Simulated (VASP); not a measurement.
Input of a VASP 6.6.1 run:

File INCAR:

```
SYSTEM = NiMoIrPdW
PREC = Accurate ; ENCUT = 600
EDIFF = 1E-6 ; ISMEAR = -1
SIGMA = 0.05 ; LREAL = .FALSE.
LASPH = .TRUE. ; NELM = 200
ALGO = Normal ; ISIF = 2
LWAVE = .FALSE. ; LCHARG = .FALSE.
ISPIN = 2 ; MAGMOM = 1 1 0 0.6 0
LORBIT = 11 ; LMAXMIX = 4
GGA = PE ; IVDW = 13
NBANDS = 40 ; GGA_COMPAT = .FALSE.
```

The input KPOINTS:

```
Automatic mesh
0
G
  8 8 2
  0 0 0
```

The input POSCAR:

```
NiMoIrPdW
1.0
    2.3354004167     -1.4123056957      0.0152978719
    2.3354004167      1.4123056957      0.0152978719
   -2.1680147647      0.0000000000     10.8547542414
Ni Mo Pd Ir W
1 1 1 1 1
Direct
    0.4978651017      0.4978651017      0.2952247483
    0.3225177806      0.3225177806      0.9119917432
    0.2459551919      0.2459551919      0.4907810067
    0.7516870756      0.7516870756      0.1083696350
    0.6819648501      0.6819648501      0.6936428669
```

Potentials or basis: VASP PAW PBE potentials, release 64 (Ni, Mo_sv, Pd, Ir, W_sv).

Run with:

```bash
$ cat potpaw_PBE.64/Ni/POTCAR potpaw_PBE.64/Mo_sv/POTCAR potpaw_PBE.64/Pd/POTCAR potpaw_PBE.64/Ir/POTCAR potpaw_PBE.64/W_sv/POTCAR > POTCAR
$ mpirun -np 1 vasp_std > vasp.out
```

Q: Predict the largest force.

A: 0.023 eV/Å.

Q: Estimate the net moment.

A: 0.00 μB per cell.

Forces in eV/Å, atoms in the order of the input:
```
Ni  -0.001  0.000  0.018
Mo  -0.002  0.000 -0.006
Pd  -0.002  0.000 -0.023
Ir   0.004  0.000  0.016
W    0.001  0.000 -0.005
```
